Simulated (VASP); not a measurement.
# SiC (Cmm2) in VASP: a series of runs

Runs on SiC. Level: PBE. Tasks: single point.

Program: VASP 6.6.1. These are calculated values, not measurements. Logs are shortened: lines on timing, memory, paths and dates and some standing lists are left out, and cuts for length are marked.

## (1) The cell of the first run

Symmetry: Cmm2, No. 35, orthorhombic system. Conventional cell: a = 6.194 Å, b = 6.194 Å, c = 4.380 Å, α = 90.00°, β = 90.00°, γ = 90.00°. Si (site symmetry m) has 4 C at 1.79 to 1.90 Å within 2.4 Å. Within 2.5 Å of Si (site symmetry m) lie 4 C at 1.90 to 2.02 Å. C (site symmetry mm2) has 4 Si at 1.79 to 2.02 Å within 2.4 Å. C (site symmetry mm2) has 4 Si at 1.90 Å within 2.5 Å. Within 2.5 Å of C (site symmetry 2) lie 4 Si at 1.90 Å.

## (2) Single point, PBE (atom 5 (C) moved -0.200 Å along Cartesian [0 0 1])

File INCAR:

```
PREC = Accurate
ENCUT = 520
EDIFF = 1E-7
ISMEAR = 0
SIGMA = 0.05
LREAL = F
LASPH = T
NELM = 60
ALGO = Normal
ISIF = 2
LWAVE = F
LCHARG = F
GGA = PE
NBANDS = 26
```

File KPOINTS:

```
regular mesh
0
Gamma
  6 6 6
```

File POSCAR:

```
SiC
1.0
    4.3797281854      0.0000000000      0.0000000000
    0.0000000000     -4.3797281854      0.0000000000
    0.0000000000      0.0000000000     -4.3797281854
Si C
4 4
Direct
    0.0000000000      0.0000000000      0.0000000000
    0.5000000000      0.5000000000      0.0000000000
    0.5000000000      0.0000000000      0.5000000000
    0.0000000000      0.5000000000      0.5000000000
    0.7500000000      0.7500000000      0.7956649343
    0.2500000000      0.2500000000      0.7500000000
    0.2500000000      0.7500000000      0.2500000000
    0.7500000000      0.2500000000      0.2500000000
```

Potentials or basis: VASP PAW PBE potentials, release 64 (Si, C).

Command:

```bash
$ cat potpaw_PBE.64/Si/POTCAR potpaw_PBE.64/C/POTCAR > POTCAR
$ mpirun -np 1 vasp_std > vasp.out
```

OUTCAR:

```text
PREC = Accurate
   ENCUT = 520
   EDIFF = 1E-7
   ISMEAR = 0
   LREAL = F
   LASPH = T
   NELM = 60
   ISIF = 2
   GGA = PE

 ion  position               nearest neighbor table
   1  0.000  0.000  0.000-   5 1.79   6 1.90   7 1.90   8 1.90   3 3.10   4 3.10   2 3.10   3 3.10
                             4 3.10   2 3.10   4 3.10   4 3.10   2 3.10   3 3.10   3 3.10   2 3.10
   2  0.500  0.500  0.000-   5 1.79   6 1.90   7 1.90   8 1.90   3 3.10   4 3.10   1 3.10   3 3.10
                             4 3.10   1 3.10   3 3.10   3 3.10   1 3.10   4 3.10   4 3.10   1 3.10
   3  0.500  0.000  0.500-   6 1.90   7 1.90   8 1.90   5 2.02   2 3.10   4 3.10   1 3.10   1 3.10
                             2 3.10   2 3.10   4 3.10   2 3.10   1 3.10   4 3.10   1 3.10   4 3.10
   4  0.000  0.500  0.500-   6 1.90   7 1.90   8 1.90   5 2.02   2 3.10   3 3.10   1 3.10   1 3.10
                             2 3.10   1 3.10   3 3.10   1 3.10   2 3.10   3 3.10   2 3.10   3 3.10
   5  0.750  0.750  0.796-   1 1.79   2 1.79   3 2.02   4 2.02
   6  0.250  0.250  0.750-   1 1.90   2 1.90   3 1.90   4 1.90
   7  0.250  0.750  0.250-   1 1.90   2 1.90   3 1.90   4 1.90
   8  0.750  0.250  0.250-   1 1.90   2 1.90   3 1.90   4 1.90

  LATTYP: Found a simple cubic cell.
 ALAT       =     4.3797281854

  Lattice vectors:

 A1 = (   4.3797281854,   0.0000000000,   0.0000000000)
 A2 = (   0.0000000000,  -4.3797281854,   0.0000000000)
 A3 = (   0.0000000000,   0.0000000000,  -4.3797281854)

Analysis of symmetry for initial positions (statically):
=====================================================================
 Subroutine PRICEL returns:
 Original cell was already a primitive cell.

 Routine SETGRP: Setting up the symmetry group for a
 simple cubic supercell.

 Subroutine GETGRP returns: Found  4 space group operations
 (whereof  2 operations were pure point group operations)
 out of a pool of 48 trial point group operations.

The static configuration has the point symmetry C_1h.
 The point group associated with its full space group is C_2v.

Analysis of symmetry for dynamics (positions and initial velocities):
=====================================================================
 Subroutine PRICEL returns:
 Original cell was already a primitive cell.

 Routine SETGRP: Setting up the symmetry group for a
 simple cubic supercell.

 Subroutine GETGRP returns: Found  4 space group operations
 (whereof  2 operations were pure point group operations)
 out of a pool of 48 trial point group operations.

The dynamic configuration has the point symmetry C_1h.
 The point group associated with its full space group is C_2v.
[... 119 lines left out ...]
   POTIM  = 0.5000    time-step for ionic-motion
   TEBEG  =    0.0;   TEEND  =   0.0 temperature during run
   PSTRESS=    0.0 pullay stress
   NELECT =      32.0000    total number of electrons
   NUPDOWN=      -1.0000    fix difference up-down
   EMIN   =  10.00;   EMAX   =-10.00  energy-range for DOS
   EFERMI =   0.00;   METHOD = LEGACY
   ISMEAR =     0;   SIGMA  =   0.05  broadening in eV -4-tet -1-fermi 0-gaus
   EFERMI_NEDOS =   21; number of points for ismear=-14 and -15
   IALGO  =     38    algorithm
   IMIX   =      4    mixing-type and parameters
     AMIX     =   0.40;   BMIX     =  1.00
     AMIX_MAG =   1.60;   BMIX_MAG =  1.00
  volume/ion in A,a.u.               =      10.50        70.87
  Fermi-wavevector in a.u.,A,eV,Ry     =   1.186709  2.242555 19.160797  1.408279
  Thomas-Fermi vector in A             =   2.322876
   LORBIT       =      0    0 simple, 1 ext, 2 COOP (PROOUT), +10 PAW based schemes
   GGA     = PE    functional components
   LHFCALC =     F    Hartree Fock is set to
   AEXX    =    0.0000 exact exchange contribution
   IVDW    =     0    specifies the selected vdW correction
   LEPSILON=     F    determine dielectric tensor
   LRPA    =     F    only Hartree local field effects (RPA)
 non-spin polarized calculation
 Gauss-broadening in eV      SIGMA  =   0.05
  energy-cutoff  :      520.00
  volume of cell :       84.01
 maximum number of plane-waves:      2301
 NGX is ok and might be reduce to    36
   NGX = 17   NGY = 17   NGZ = 17

 number of electron      31.9999999 magnetization

 Free energy of the ion-electron system (eV)
  ---------------------------------------------------
  ext. energy  EPLUGINS =         0.00000000
  ---------------------------------------------------
  free energy    TOTEN  =       -59.80127296 eV

  energy without entropy =      -59.80127296  energy(sigma->0) =      -59.80127296

 E-fermi :   8.4442     XC(G=0): -11.2923

 val. band max:        8.1657156154   @ k =   0.0000   0.0000   0.0000
 cond. band min:       9.2923800810   @ k =   0.0000   0.0000   0.0000
 fundamental gap:      1.1266644656
 Fermi energy:         8.4442273867

 k-point     1 :       0.0000    0.0000    0.0000
  band No.  band energies     occupation
      1      -7.3595      2.00000
      2      -2.4679      2.00000
      3      -2.4013      2.00000
      4      -2.3859      2.00000
      5       0.0544      2.00000
      6       0.2581      2.00000
[... 685 lines left out ...]
     25      16.8399      0.00000
     26      16.8684      0.00000

 [... further k-points ...]

------------------------ aborting loop because EDIFF is reached ----------------------------------------

  FORCE on cell =-STRESS in cart. coord.  units (eV):
  Direction    XX          YY          ZZ          XY          YZ          ZX
  --------------------------------------------------------------------------------------
  -------------------------------------------------------------------------------------
  Total        1.1323568      1.1323568     -0.1216544     -1.6314666      0.0000000      0.0000000
  in kB       21.5949603     21.5949603     -2.3200483    -31.1133879      0.0000000      0.0000000
  external PRESSURE =      13.6232907 kB  Pullay stress =       0.0000000 kB

 VOLUME and BASIS-vectors are now :
 -----------------------------------------------------------------------------
  energy-cutoff  :      520.00
  volume of cell :       84.01
      direct lattice vectors                 reciprocal lattice vectors
     4.379728185  0.000000000  0.000000000     0.228324672  0.000000000  0.000000000
     0.000000000 -4.379728185  0.000000000     0.000000000 -0.228324672  0.000000000
     0.000000000  0.000000000 -4.379728185     0.000000000  0.000000000 -0.228324672

 POSITION                                       TOTAL-FORCE (eV/Angst)
 -----------------------------------------------------------------------------------
      0.00000      0.00000      0.00000         0.754422     -0.754422     -1.052225
      2.18986     -2.18986      0.00000        -0.754422      0.754422     -1.052225
      2.18986      0.00000     -2.18986         0.310267      0.310267     -0.734879
      0.00000     -2.18986     -2.18986        -0.310267     -0.310267     -0.734879
      3.28480     -3.28480     -3.48480         0.000000     -0.000000      4.361079
      1.09493     -1.09493     -3.28480         0.000000     -0.000000      0.206331
      1.09493     -3.28480     -1.09493         0.000000     -0.000000     -0.496601
      3.28480     -1.09493     -1.09493        -0.000000     -0.000000     -0.496601
 -----------------------------------------------------------------------------------
    total drift:                                0.000000      0.000000      0.000071

  FREE ENERGIE OF THE ION-ELECTRON SYSTEM (eV)
  ---------------------------------------------------
  free  energy   TOTEN  =       -59.8012729552 eV

  energy  without entropy=      -59.8012729552  energy(sigma->0) =      -59.80127296
```

Wall time 2.1 min (1 thread of Intel Xeon Platinum 8488C (Sapphire Rapids), shared host); peak memory 0.24 GiB.

What came out:

* Free energy: -59.8013 eV
* Pressure: 1.4 GPa
* Largest force: 4.361 eV/Å
* Band gap on the k mesh: 1.13 eV

Forces in eV/Å, atoms in the order of the input:
```
Si   0.754 -0.754 -1.052
Si  -0.754  0.754 -1.052
Si   0.310  0.310 -0.735
Si  -0.310 -0.310 -0.735
C    0.000  0.000  4.361
C    0.000  0.000  0.206
C    0.000  0.000 -0.497
C    0.000  0.000 -0.497
```

Levels at points of the mesh, in eV from the valence-band top:
| k point | band 14 | band 15 | band 16 | band 17 | band 18 | band 19 |
| --- | --- | --- | --- | --- | --- | --- |
| (0.00, 0.00, 0.00) | -0.46 | -0.33 | 0.00 | 1.13 | 1.14 | 1.28 |
| (0.50, 0.00, 0.00) | -2.15 | -2.07 | -2.03 | 3.70 | 3.74 | 4.85 |
| (0.00, 0.00, 0.50) | -2.21 | -2.08 | -1.79 | 3.70 | 3.78 | 4.97 |
| (0.50, 0.50, 0.00) | -1.42 | -1.39 | -1.06 | 4.90 | 5.13 | 5.28 |
| (0.00, 0.50, 0.50) | -1.41 | -1.34 | -1.16 | 4.98 | 5.01 | 5.32 |
| (0.50, 0.50, 0.50) | -1.26 | -1.14 | -0.79 | 4.89 | 5.01 | 5.05 |

Caveat: the cell differs from its parent crystal (atom 5 (C) moved -0.200 Å along Cartesian [0 0 1]); forces of over 1 eV/Å act on the atoms, so gaps and moduli don't describe the material at rest. A k mesh can miss the band edges.

## (3) Single point, PBE (atom 5 (C) moved +0.160 Å along Cartesian [0 0 1])

File INCAR:

```
SYSTEM = SiC
ALGO = Normal ; EDIFF = 1E-6
ENCUT = 520 ; GGA = PE
ISIF = 2 ; ISMEAR = 0
LASPH = .TRUE. ; LCHARG = .TRUE.
LELF = .TRUE. ; LREAL = .FALSE.
LVHAR = .TRUE. ; LWAVE = .FALSE.
NBANDS = 26 ; NELM = 60
PREC = Accurate ; SIGMA = 0.05
```

File KPOINTS:

```
k-points
0
G
  6 6 6
  0 0 0
```

Changes to POSCAR since step 2:

```diff
@@ -12,3 +12,3 @@
     0.0000000000      0.5000000000      0.5000000000
-    0.7500000000      0.7500000000      0.7956649343
+    0.7500000000      0.7500000000      0.7134680525
     0.2500000000      0.2500000000      0.7500000000
```

Potentials or basis: VASP PAW PBE potentials, release 64 (Si, C).

Command:

```bash
$ cat potpaw_PBE.64/Si/POTCAR potpaw_PBE.64/C/POTCAR > POTCAR
$ mpirun -np 1 vasp_std > vasp.out
```

Wall time 1.7 min (1 thread of Intel Xeon Platinum 8488C (Sapphire Rapids), shared host); peak memory 0.24 GiB.

Results (log left out):

```yaml
Free_energy: -59.9591 eV
Pressure: 0.9 GPa
Largest_force: 3.526 eV/Å
Band_gap_on_the_k_mesh: 1.18 eV
```

Forces in eV/Å, atoms in the order of the input:
```
Si  -0.278  0.278  0.622
Si   0.278 -0.278  0.622
Si  -0.563 -0.563  0.828
Si   0.563  0.563  0.828
C    0.000  0.000 -3.526
C    0.000  0.000 -0.167
C    0.000  0.000  0.397
C    0.000  0.000  0.397
```

Stress tensor (GPa, compression positive):
```
 1.37  2.42  0.00
 2.42  1.37  0.00
 0.00  0.00 -0.16
```

Levels at points of the mesh, in eV from the valence-band top:
| k point | band 14 | band 15 | band 16 | band 17 | band 18 | band 19 |
| --- | --- | --- | --- | --- | --- | --- |
| (0.00, 0.00, 0.00) | -0.37 | -0.25 | 0.00 | 1.18 | 1.19 | 1.27 |
| (0.50, 0.00, 0.00) | -2.10 | -2.05 | -2.02 | 3.78 | 3.80 | 4.93 |
| (0.00, 0.00, 0.50) | -2.15 | -2.05 | -1.81 | 3.77 | 3.83 | 5.01 |
| (0.50, 0.50, 0.00) | -1.37 | -1.35 | -1.08 | 5.02 | 5.20 | 5.33 |
| (0.00, 0.50, 0.50) | -1.36 | -1.32 | -1.17 | 5.10 | 5.12 | 5.36 |
| (0.50, 0.50, 0.50) | -1.22 | -1.13 | -0.84 | 5.00 | 5.08 | 5.10 |

Caveat: the cell differs from its parent crystal (atom 5 (C) moved +0.160 Å along Cartesian [0 0 1]); forces of over 1 eV/Å act on the atoms, so gaps and moduli don't describe the material at rest. A k mesh can miss the band edges.
